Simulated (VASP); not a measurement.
# Cd (Im-3m) in VASP: further runs

Cd is run at these levels: RPBE; tasks: single point, relaxation of cell and atoms.

Program: VASP 6.6.1. These are calculated values, not measurements. Logs are shortened: lines on timing, memory, paths and dates and some standing lists are left out, and cuts for length are marked.

**1. The cell of the first run**

The structure is cubic, space group Im-3m (No. 229). The conventional cell has a = 3.731 Å, b = 3.731 Å, c = 3.731 Å, α = 90.00°, β = 90.00°, γ = 90.00°. Cd (site symmetry m-3m) has 14 Cd at 3.23 to 3.73 Å within 4.3 Å.

**2. Single point, RPBE (volume scaled by 1.04)**

Contents of INCAR:

```
  ALGO = Normal
  EDIFF = 1E-6
  ENCUT = 520
  GGA = RP
  ISIF = 2
  ISMEAR = -1
  LASPH = T
  LCHARG = F
  LREAL = F
  LWAVE = F
  NBANDS = 12
  NELM = 80
  PREC = Accurate
  SIGMA = 0.1
```

Contents of KPOINTS:

```
k-points
0
Gamma
  14 14 14
```

Contents of POSCAR:

```
Cd
1.0
   -1.8656240547      1.8656240547      1.8656240547
    1.8656240547     -1.8656240547      1.8656240547
    1.8656240547      1.8656240547     -1.8656240547
Cd
1
Direct
    0.0000000000      0.0000000000      0.0000000000
```

Potentials or basis: VASP PAW PBE potentials, release 64 (Cd).

On the command line:

```sh
$ cat potpaw_PBE.64/Cd/POTCAR > POTCAR
$ mpirun -np 1 vasp_std > vasp.out
```

OUTCAR:

```text
EDIFF = 1E-6
   ENCUT = 520
   GGA = RP
   ISIF = 2
   ISMEAR = -1
   LASPH = T
   LREAL = F
   NELM = 80
   PREC = Accurate

 ion  position               nearest neighbor table
   1  0.000  0.000  0.000-

  LATTYP: Found a body centered cubic cell.
 ALAT       =     3.7312481094

  Lattice vectors:

 A1 = (  -1.8656240547,   1.8656240547,   1.8656240547)
 A2 = (   1.8656240547,  -1.8656240547,   1.8656240547)
 A3 = (   1.8656240547,   1.8656240547,  -1.8656240547)

Analysis of symmetry for initial positions (statically):
=====================================================================
 Subroutine PRICEL returns:
 Original cell was already a primitive cell.

 Routine SETGRP: Setting up the symmetry group for a
 body centered cubic supercell.

 Subroutine GETGRP returns: Found 48 space group operations
 (whereof 48 operations were pure point group operations)
 out of a pool of 48 trial point group operations.

The static configuration has the point symmetry O_h .

Analysis of symmetry for dynamics (positions and initial velocities):
=====================================================================
 Subroutine PRICEL returns:
 Original cell was already a primitive cell.

 Routine SETGRP: Setting up the symmetry group for a
 body centered cubic supercell.

 Subroutine GETGRP returns: Found 48 space group operations
 (whereof 48 operations were pure point group operations)
 out of a pool of 48 trial point group operations.

The dynamic configuration has the point symmetry O_h .

 Subroutine INISYM returns: Found 48 space group operations
 (whereof 48 operations are pure point group operations),
 and found     1 'primitive' translations

----------------------------------------------------------------------------------------

                                     Primitive cell

  volume of cell :      25.9736

  direct lattice vectors                    reciprocal lattice vectors
    -1.865624055  1.865624055  1.865624055     0.000000000  0.268006836  0.268006836
     1.865624055 -1.865624055  1.865624055     0.268006836  0.000000000  0.268006836
     1.865624055  1.865624055 -1.865624055     0.268006836  0.268006836  0.000000000

  length of vectors
     3.231355651  3.231355651  3.231355651     0.379018902  0.379018902  0.379018902

  position of ions in fractional coordinates (direct lattice)
     0.000000000  0.000000000  0.000000000

  ion indices of the primitive-cell ions
   primitive index   ion index
                 1           1

----------------------------------------------------------------------------------------

 KPOINTS: k-points

Automatic generation of k-mesh.
 Grid dimensions read from file:
 generate k-points for:   14   14   14

 Generating k-lattice:

  Cartesian coordinates                     Fractional coordinates (reciprocal lattice)
     0.000000000  0.019143345  0.019143345     0.071428571  0.000000000  0.000000000
     0.019143345  0.000000000  0.019143345     0.000000000  0.071428571  0.000000000
     0.019143345  0.019143345  0.000000000     0.000000000  0.000000000  0.071428571

  Length of vectors
     0.027072779  0.027072779  0.027072779

  Shift w.r.t. Gamma in fractional coordinates (k-lattice)
     0.000000000  0.000000000  0.000000000

 Subroutine IBZKPT returns following result:
 ===========================================

 Found    104 irreducible k-points:

 Following reciprocal coordinates:
            Coordinates               Weight
  0.000000  0.000000  0.000000      1.000000
  0.071429  0.000000  0.000000     12.000000
  0.142857  0.000000  0.000000     12.000000
  0.214286  0.000000  0.000000     12.000000
  0.285714  0.000000  0.000000     12.000000
  0.357143  0.000000  0.000000     12.000000
[... 16 lines left out ...]
  0.285714  0.285714  0.000000     24.000000
  0.357143  0.285714  0.000000     24.000000
 [... further k-points ...]
   k-points           NKPTS =    104   k-points in BZ     NKDIM =    104   number of bands    NBANDS=     12
   number of dos      NEDOS =    301   number of ions     NIONS =      1
   total plane-waves  NPLWV =  13824
   dimension x,y,z NGX =    24 NGY =   24 NGZ =   24
   dimension x,y,z NGXF=    48 NGYF=   48 NGZF=   48
   ions per type =               1
   NGX,Y,Z   is equivalent  to a cutoff of  12.35, 12.35, 12.35 a.u.
   NGXF,Y,Z  is equivalent  to a cutoff of  24.69, 24.69, 24.69 a.u.
 SYSTEM =  unknown system
   PREC   = accura    normal or accurate (medium, high low for compatibility)
   ISTART =      0    job   : 0-new  1-cont  2-samecut
   ICHARG =      2    charge: 1-file 2-atom 10-const
   ISPIN  =      1    spin polarized calculation?
   LNONCOLLINEAR =      F non collinear calculations
   LSORBIT =      F    spin-orbit coupling
   LASPH  =      T    aspherical Exc in radial PAW
   ENCUT  =  520.0 eV  38.22 Ry    6.18 a.u.   6.01  6.01  6.01*2*pi/ulx,y,z
   NELM   =     80;   NELMIN=  2; NELMDL= -5     # of ELM steps
   EDIFF  = 0.1E-05   stopping-criterion for ELM
   LREAL  =      F    real-space projection
   EDIFFG = 0.1E-04   stopping-criterion for IOM
   NSW    =      0    number of steps for IOM
   IBRION =     -1    ionic relax: 0-MD 1-quasi-New 2-CG
   NFREE  =      0    steps in history (QN), initial steepest desc. (CG)
   ISIF   =      2    stress and relaxation
   ISYM   =      2    0-nonsym 1-usesym 2-fastsym
   POTIM  = 0.5000    time-step for ionic-motion
   TEBEG  =    0.0;   TEEND  =   0.0 temperature during run
   PSTRESS=    0.0 pullay stress
   NELECT =      12.0000    total number of electrons
   NUPDOWN=      -1.0000    fix difference up-down
   EMIN   =  10.00;   EMAX   =-10.00  energy-range for DOS
   EFERMI =   0.00;   METHOD = LEGACY
   ISMEAR =    -1;   SIGMA  =   0.10  broadening in eV -4-tet -1-fermi 0-gaus
   EFERMI_NEDOS =   21; number of points for ismear=-14 and -15
   IALGO  =     38    algorithm
   IMIX   =      4    mixing-type and parameters
     AMIX     =   0.40;   BMIX     =  1.00
     AMIX_MAG =   1.60;   BMIX_MAG =  1.00
  volume/ion in A,a.u.               =      25.97       175.28
  Fermi-wavevector in a.u.,A,eV,Ry     =   1.265584  2.391608 21.792505  1.601704
  Thomas-Fermi vector in A             =   2.398830
   LORBIT       =      0    0 simple, 1 ext, 2 COOP (PROOUT), +10 PAW based schemes
   GGA     = RP    functional components
   LHFCALC =     F    Hartree Fock is set to
   AEXX    =    0.0000 exact exchange contribution
   IVDW    =     0    specifies the selected vdW correction
   LEPSILON=     F    determine dielectric tensor
   LRPA    =     F    only Hartree local field effects (RPA)
 non-spin polarized calculation
  energy-cutoff  :      520.00
  volume of cell :       25.97
 maximum number of plane-waves:       716
   NGX = 13   NGY = 13   NGZ = 13

 number of electron      12.0000001 magnetization

 Free energy of the ion-electron system (eV)
  ---------------------------------------------------
  ext. energy  EPLUGINS =         0.00000000
  ---------------------------------------------------
  free energy    TOTEN  =        -0.31805313 eV

  energy without entropy =       -0.30383441  energy(sigma->0) =       -0.31094377

 E-fermi :   1.8612     XC(G=0):  -9.9587

 val. band max:        1.8234356809   @ k =  -0.4286   0.5000   0.0714
 cond. band min:       1.8631119999   @ k =   0.3571   0.2143   0.0714
 fundamental gap:      0.0396763189
 Fermi energy:         1.8611539550

 k-point     1 :       0.0000    0.0000    0.0000
  band No.  band energies     occupation
      1      -6.9903      2.00000
      2      -6.9903      2.00000
      3      -6.9903      2.00000
      4      -6.5410      2.00000
      5      -6.5410      2.00000
      6      -5.7161      2.00000
      7      16.0665      0.00000
      8      16.0665      0.00000
      9      16.0665      0.00000
     10      16.5754      0.00000
     11      16.5754      0.00000
     12      16.5754      0.00000

 k-point     2 :       0.0714    0.0000    0.0000
  band No.  band energies     occupation
      1      -7.0014      2.00000
      2      -6.9852      2.00000
      3      -6.9562      2.00000
      4      -6.5527      2.00000
      5      -6.5408      2.00000
      6      -5.5939      2.00000
      7      14.5286      0.00000
      8      15.3933      0.00000
      9      15.5063      0.00000
     10      16.1548      0.00000
     11      16.2940      0.00000
     12      16.5903      0.00000

 k-point     3 :       0.1429    0.0000    0.0000
  band No.  band energies     occupation
      1      -7.0321      2.00000
      2      -6.9838      2.00000
      3      -6.8590      2.00000
      4      -6.5815      2.00000
      5      -6.5397      2.00000
      6      -5.2168      2.00000
      7      11.9179      0.00000
      8      14.1469      0.00000
      9      14.3808      0.00000
     10      15.6759      0.00000
     11      15.7477      0.00000
     12      16.9906      0.00000

 k-point     4 :       0.2143    0.0000    0.0000
  band No.  band energies     occupation
      1      -7.0763      2.00000
      2      -7.0123      2.00000
      3      -6.7145      2.00000
      4      -6.6044      2.00000
      5      -6.5378      2.00000
      6      -4.5730      2.00000
      7       9.3130      0.00000
      8      12.9039      0.00000
      9      13.3102      0.00000
     10      15.2214      0.00000
     11      15.2328      0.00000
     12      17.6895      0.00000

 k-point     5 :       0.2857    0.0000    0.0000
  band No.  band energies     occupation
      1      -7.1249      2.00000
      2      -7.0769      2.00000
      3      -6.6036      2.00000
      4      -6.5479      2.00000
      5      -6.5348      2.00000
      6      -3.6641      2.00000
      7       6.8446      0.00000
      8      11.8302      0.00000
      9      12.4275      0.00000
     10      14.7984      0.00000
     11      14.8989      0.00000
     12      18.6455      0.00000
[... 228 lines left out ...]
      1      -7.1649      2.00000
      2      -6.9951      2.00000
      3      -6.6453      2.00000
      4      -6.5887      2.00000
      5      -6.4266      2.00000
      6      -0.9292      2.00000
      7       4.1806      0.00000
      8       6.0795      0.00000
      9      10.6953      0.00000
     10      16.1934      0.00000
     11      17.6751      0.00000
     12      20.6147      0.00000

 k-point    22 :       0.3571    0.2143    0.0000
  band No.  band energies     occupation
      1      -7.1776      2.00000
      2      -7.0014      2.00000
      3      -6.6534      2.00000
      4      -6.5627      2.00000
      5      -6.4055      2.00000
      6       0.5764      1.99999
      7       2.3004      0.02445
      8       5.7583      0.00000
      9      10.4705      0.00000
     10      16.0861      0.00000
     11      18.7374      0.00000
     12      20.3263      0.00000

 k-point    23 :       0.2857    0.2857    0.0000
  band No.  band energies     occupation
      1      -7.1688      2.00000
      2      -6.9253      2.00000
      3      -6.7124      2.00000
      4      -6.5562      2.00000
      5      -6.4428      2.00000
      6       0.4495      2.00000
      7       3.5278      0.00000
      8       4.3457      0.00000
      9      10.4143      0.00000
     10      16.9659      0.00000
     11      17.6621      0.00000
     12      20.2444      0.00000

 k-point    24 :       0.3571    0.2857    0.0000
  band No.  band energies     occupation
      1      -7.1697      2.00000
      2      -6.8863      2.00000
      3      -6.7517      2.00000
      4      -6.5283      2.00000
      5      -6.4635      2.00000
      6       1.7953      1.31804
      7       2.2880      0.02763
      8       3.9006      0.00000
      9      10.3187      0.00000
     10      17.1261      0.00000
     11      18.2483      0.00000
     12      19.2329      0.00000

 [... further k-points ...]

------------------------ aborting loop because EDIFF is reached ----------------------------------------

  FORCE on cell =-STRESS in cart. coord.  units (eV):
  Direction    XX          YY          ZZ          XY          YZ          ZX
  --------------------------------------------------------------------------------------
  -------------------------------------------------------------------------------------
  Total       -0.0931107     -0.0931107     -0.0931107      0.0000000      0.0000000      0.0000000
  in kB       -5.7435133     -5.7435133     -5.7435133      0.0000000      0.0000000      0.0000000
  external PRESSURE =      -5.7435133 kB  Pullay stress =       0.0000000 kB

 VOLUME and BASIS-vectors are now :
 -----------------------------------------------------------------------------
  energy-cutoff  :      520.00
  volume of cell :       25.97
      direct lattice vectors                 reciprocal lattice vectors
    -1.865624055  1.865624055  1.865624055     0.000000000  0.268006836  0.268006836
     1.865624055 -1.865624055  1.865624055     0.268006836  0.000000000  0.268006836
     1.865624055  1.865624055 -1.865624055     0.268006836  0.268006836  0.000000000

 POSITION                                       TOTAL-FORCE (eV/Angst)
 -----------------------------------------------------------------------------------
      0.00000      0.00000      0.00000         0.000000      0.000000      0.000000
 -----------------------------------------------------------------------------------
    total drift:                                0.000000      0.000000      0.000000

  FREE ENERGIE OF THE ION-ELECTRON SYSTEM (eV)
  ---------------------------------------------------
  free  energy   TOTEN  =        -0.3180531277 eV

  energy  without entropy=       -0.3038344076  energy(sigma->0) =       -0.31094377
```

Run time: 32 s. Hardware: 1 thread of Intel Xeon 6975P-C, shared host; peak memory 0.16 GiB.

What came out:

```yaml
Free_energy: -0.3181 eV
Pressure: -0.6 GPa
Band_gap_on_the_k_mesh: zero (band 6 reaches 5.21 eV, above the bottom of band 7 at 0.76 eV)
```

Caveat: the PAW data sets were made with another functional, which shifts forces and pressure a little.

[end of part 1 of 2]
